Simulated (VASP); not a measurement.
# LaHg2H2 (I4/mmm) in VASP: single point with PBE

Aim: the single point of LaHg2H2 with PBE.

Everything below comes from runs of VASP 6.6.1. Logs are shortened: lines on timing, memory, paths and dates and some standing lists are left out, and cuts for length are marked.

## Step 1: The cell of the first run

It takes space group I4/mmm (No. 139, tetragonal). The conventional cell has a = 4.249 Å, b = 4.249 Å, c = 10.761 Å, α = 90.00°, β = 90.00°, γ = 90.00°. Within 4.0 Å of La (site symmetry 4/mmm) lie 8 H at 3.03 Å and 8 Hg at 3.43 Å. Within 4.0 Å of Hg (site symmetry -4m2) lie 4 Hg at 3.00 Å and 8 H at 3.12 to 3.75 Å and 4 La at 3.43 Å. Within 1.1 Å of H (site symmetry 4mm) lie 1 H at 0.80 Å.

The cell was built from a structure type or drawn by symmetry, and may not be a known phase.

## Step 2: Single point, PBE

Input file INCAR:

```
SYSTEM = LaHg2H2
ALGO = Normal ; EDIFF = 1E-6
ENCUT = 520 ; GGA = PE
ISIF = 2 ; ISMEAR = 0
LASPH = .TRUE. ; LCHARG = .FALSE.
LREAL = .FALSE. ; LWAVE = .FALSE.
NBANDS = 26 ; NELM = 80
PREC = Accurate ; SIGMA = 0.1
```

Input file KPOINTS:

```
k-points
0
G
  12 12 12
  0 0 0
```

Input file POSCAR:

```
LaHg2H2
1.0
   -2.1244248983      2.1244248983      5.3804265734
    2.1244248983     -2.1244248983      5.3804265734
    2.1244248983      2.1244248983     -5.3804265734
La Hg H
1 2 2
Direct
    0.0000000000      0.0000000000      0.0000000000
    0.2500000000      0.7500000000      0.5000000000
    0.7500000000      0.2500000000      0.5000000000
    0.5373550639      0.5373550639      0.0000000000
    0.4626449361      0.4626449361      0.0000000000
```

Potentials or basis: VASP PAW PBE potentials, release 64 (La, Hg, H).

Launch:

```sh
$ cat potpaw_PBE.64/La/POTCAR potpaw_PBE.64/Hg/POTCAR potpaw_PBE.64/H/POTCAR > POTCAR
$ mpirun -np 1 vasp_std > vasp.out
```

OUTCAR:

```text
SYSTEM = LaHg2H2
   EDIFF = 1E-6
   ENCUT = 520
   GGA = PE
   ISIF = 2
   ISMEAR = 0
   LASPH = .TRUE.
   LREAL = .FALSE.
   NELM = 80
   PREC = Accurate

 ion  position               nearest neighbor table
   1  0.000  0.000  0.000-   3 3.43   2 3.43   2 3.43   3 3.43   2 3.43   3 3.43   3 3.43   2 3.43

   2  0.250  0.750  0.500-   3 3.00   3 3.00   3 3.00   3 3.00   1 3.43   1 3.43   1 3.43   1 3.43

   3  0.750  0.250  0.500-   2 3.00   2 3.00   2 3.00   2 3.00   1 3.43   1 3.43   1 3.43   1 3.43

   4  0.537  0.537  0.000-   5 0.80
   5  0.463  0.463  0.000-   4 0.80

  LATTYP: Found a body centered tetragonal cell.
 ALAT       =     4.2488497966
 C/A-ratio  =     2.5326508730

  Lattice vectors:

 A1 = (  -2.1244248983,   2.1244248983,   5.3804265734)
 A2 = (   2.1244248983,  -2.1244248983,   5.3804265734)
 A3 = (   2.1244248983,   2.1244248983,  -5.3804265734)

Analysis of symmetry for initial positions (statically):
=====================================================================
 Subroutine PRICEL returns:
 Original cell was already a primitive cell.

 Routine SETGRP: Setting up the symmetry group for a
 body centered tetragonal supercell.

 Subroutine GETGRP returns: Found 16 space group operations
 (whereof 16 operations were pure point group operations)
 out of a pool of 16 trial point group operations.

The static configuration has the point symmetry D_4h.

Analysis of symmetry for dynamics (positions and initial velocities):
=====================================================================
 Subroutine PRICEL returns:
 Original cell was already a primitive cell.

 Routine SETGRP: Setting up the symmetry group for a
 body centered tetragonal supercell.

 Subroutine GETGRP returns: Found 16 space group operations
 (whereof 16 operations were pure point group operations)
 out of a pool of 16 trial point group operations.

The dynamic configuration has the point symmetry D_4h.

 Subroutine INISYM returns: Found 16 space group operations
 (whereof 16 operations are pure point group operations),
 and found     1 'primitive' translations

----------------------------------------------------------------------------------------

                                     Primitive cell

  volume of cell :      97.1314

[... 93 lines left out ...]
   NELM   =     80;   NELMIN=  2; NELMDL= -5     # of ELM steps
   EDIFF  = 0.1E-05   stopping-criterion for ELM
   LREAL  =      F    real-space projection
   EDIFFG = 0.1E-04   stopping-criterion for IOM
   NSW    =      0    number of steps for IOM
   IBRION =     -1    ionic relax: 0-MD 1-quasi-New 2-CG
   NFREE  =      0    steps in history (QN), initial steepest desc. (CG)
   ISIF   =      2    stress and relaxation
   ISYM   =      2    0-nonsym 1-usesym 2-fastsym
   POTIM  = 0.5000    time-step for ionic-motion
   TEBEG  =    0.0;   TEEND  =   0.0 temperature during run
   PSTRESS=    0.0 pullay stress
   NELECT =      37.0000    total number of electrons
   NUPDOWN=      -1.0000    fix difference up-down
   EMIN   =  10.00;   EMAX   =-10.00  energy-range for DOS
   EFERMI =   0.00;   METHOD = LEGACY
   ISMEAR =     0;   SIGMA  =   0.10  broadening in eV -4-tet -1-fermi 0-gaus
   EFERMI_NEDOS =   21; number of points for ismear=-14 and -15
   IALGO  =     38    algorithm
   IMIX   =      4    mixing-type and parameters
     AMIX     =   0.40;   BMIX     =  1.00
     AMIX_MAG =   1.60;   BMIX_MAG =  1.00
  volume/ion in A,a.u.               =      19.43       131.09
  Fermi-wavevector in a.u.,A,eV,Ry     =   1.186740  2.242613 19.161790  1.408352
  Thomas-Fermi vector in A             =   2.322906
   LORBIT       =      0    0 simple, 1 ext, 2 COOP (PROOUT), +10 PAW based schemes
   GGA     = PE    functional components
   LHFCALC =     F    Hartree Fock is set to
   AEXX    =    0.0000 exact exchange contribution
   IVDW    =     0    specifies the selected vdW correction
   LEPSILON=     F    determine dielectric tensor
   LRPA    =     F    only Hartree local field effects (RPA)
 non-spin polarized calculation
 Gauss-broadening in eV      SIGMA  =   0.10
  energy-cutoff  :      520.00
  volume of cell :       97.13
 maximum number of plane-waves:      2642
 NGX is ok and might be reduce to    48
   NGX = 23   NGY = 23   NGZ = 23

 number of electron      36.9999999 magnetization

 Free energy of the ion-electron system (eV)
  ---------------------------------------------------
  ext. energy  EPLUGINS =         0.00000000
  ---------------------------------------------------
  free energy    TOTEN  =       -12.39223142 eV

  energy without entropy =      -12.37822530  energy(sigma->0) =      -12.38522836

 E-fermi :   4.7598     XC(G=0):  -9.9203

 val. band max:        4.7571582541   @ k =  -0.1667  -0.2500   0.1667
 cond. band min:       4.7634380563   @ k =   0.5000   0.1667   0.0833
 fundamental gap:      0.0062798022
 Fermi energy:         4.7597924513

 k-point     1 :       0.0000    0.0000    0.0000
  band No.  band energies     occupation
      1     -28.8155      2.00000
      2     -12.5332      2.00000
      3     -12.4058      2.00000
      4     -12.4058      2.00000
      5      -4.4255      2.00000
      6      -3.5881      2.00000
[... 685 lines left out ...]
     25       6.0549      0.00000
     26       6.1091      0.00000

 [... further k-points ...]

------------------------ aborting loop because EDIFF is reached ----------------------------------------

  FORCE on cell =-STRESS in cart. coord.  units (eV):
  Direction    XX          YY          ZZ          XY          YZ          ZX
  --------------------------------------------------------------------------------------
  -------------------------------------------------------------------------------------
  Total        0.0896383      0.0896383     -0.0597742      0.0000000      0.0000000      0.0000000
  in kB        1.4785793      1.4785793     -0.9859724      0.0000000      0.0000000      0.0000000
  external PRESSURE =       0.6570620 kB  Pullay stress =       0.0000000 kB

 VOLUME and BASIS-vectors are now :
 -----------------------------------------------------------------------------
  energy-cutoff  :      520.00
  volume of cell :       97.13
      direct lattice vectors                 reciprocal lattice vectors
    -2.124424898  2.124424898  5.380426573     0.000000000  0.235357814  0.092929435
     2.124424898 -2.124424898  5.380426573     0.235357814  0.000000000  0.092929435
     2.124424898  2.124424898 -5.380426573     0.235357814  0.235357814  0.000000000

 POSITION                                       TOTAL-FORCE (eV/Angst)
 -----------------------------------------------------------------------------------
      0.00000      0.00000      0.00000         0.000000      0.000000      0.000000
      2.12442      0.00000      2.69021         0.000000      0.000000      0.000000
      0.00000      2.12442      2.69021         0.000000      0.000000      0.000000
      0.00000      0.00000      5.78240         0.000000      0.000000     -0.011855
      0.00000      0.00000      4.97845        -0.000000     -0.000000      0.011855
 -----------------------------------------------------------------------------------
    total drift:                               -0.000000     -0.000000      0.000000

  FREE ENERGIE OF THE ION-ELECTRON SYSTEM (eV)
  ---------------------------------------------------
  free  energy   TOTEN  =       -12.3922314156 eV

  energy  without entropy=      -12.3782253045  energy(sigma->0) =      -12.38522836
```

OSZICAR:

```text
N       E                     dE             d eps       ncg     rms          rms(c)
DAV:   1     0.337164994411E+03    0.33716E+03   -0.15080E+04  8644   0.187E+03
DAV:   2     0.413829901804E+02   -0.29578E+03   -0.26560E+03  9930   0.329E+02
DAV:   3    -0.909362690706E+01   -0.50477E+02   -0.47990E+02 11334   0.145E+02
DAV:   4    -0.132313801594E+02   -0.41378E+01   -0.38817E+01 14540   0.372E+01
DAV:   5    -0.133832040063E+02   -0.15182E+00   -0.15083E+00 12028   0.612E+00    0.616E+00
DAV:   6    -0.124995686676E+02    0.88364E+00   -0.54821E+00 13892   0.167E+01    0.511E+00
DAV:   7    -0.124048394356E+02    0.94729E-01   -0.45799E-01 11922   0.515E+00    0.291E+00
DAV:   8    -0.123905608915E+02    0.14279E-01   -0.25517E-01 12940   0.288E+00    0.531E-01
DAV:   9    -0.123914379125E+02   -0.87702E-03   -0.47407E-02 12484   0.151E+00    0.293E-01
DAV:  10    -0.123923082577E+02   -0.87035E-03   -0.68746E-03 14558   0.440E-01    0.153E-01
DAV:  11    -0.123922279709E+02    0.80287E-04   -0.20287E-03 12812   0.314E-01    0.348E-02
DAV:  12    -0.123922306563E+02   -0.26854E-05   -0.11465E-04 13320   0.776E-02    0.120E-02
DAV:  13    -0.123922316566E+02   -0.10003E-05   -0.14087E-05 13176   0.231E-02    0.449E-03
DAV:  14    -0.123922314156E+02    0.24100E-06   -0.24888E-06  9774   0.944E-03
   1 F= -.12392231E+02 E0= -.12385228E+02  d E =-.140061E-01
```

stdout:

```text
POSCAR found type information on POSCAR LaHgH
 POSCAR found :  3 types and       5 ions
 scaLAPACK will be used
 LDA part: xc-table for (Slater+PW92), standard interpolation
 POSCAR, INCAR and KPOINTS ok, starting setup
 FFT: planning ... GRIDC
 FFT: planning ... GRID_SOFT
 FFT: planning ... GRID
 WAVECAR not read
 entering main loop
```

Wall time 19 min (1 thread of Intel Xeon 8259CL, shared host); peak memory 0.68 GiB.

Results:

- Free energy: -12.3922 eV
- Pressure: 0.1 GPa
- Largest force: 0.012 eV/Å
- Band gap on the k mesh: zero (an odd number of electrons rules out a gap without spin polarisation)

Forces in eV/Å, atoms in the order of the input:
```
La   0.000  0.000  0.000
Hg   0.000  0.000  0.000
Hg   0.000  0.000  0.000
H    0.000  0.000 -0.012
H    0.000  0.000  0.012
```

Caveat: spin-orbit coupling is left out, which moves the levels of the heavy elements.
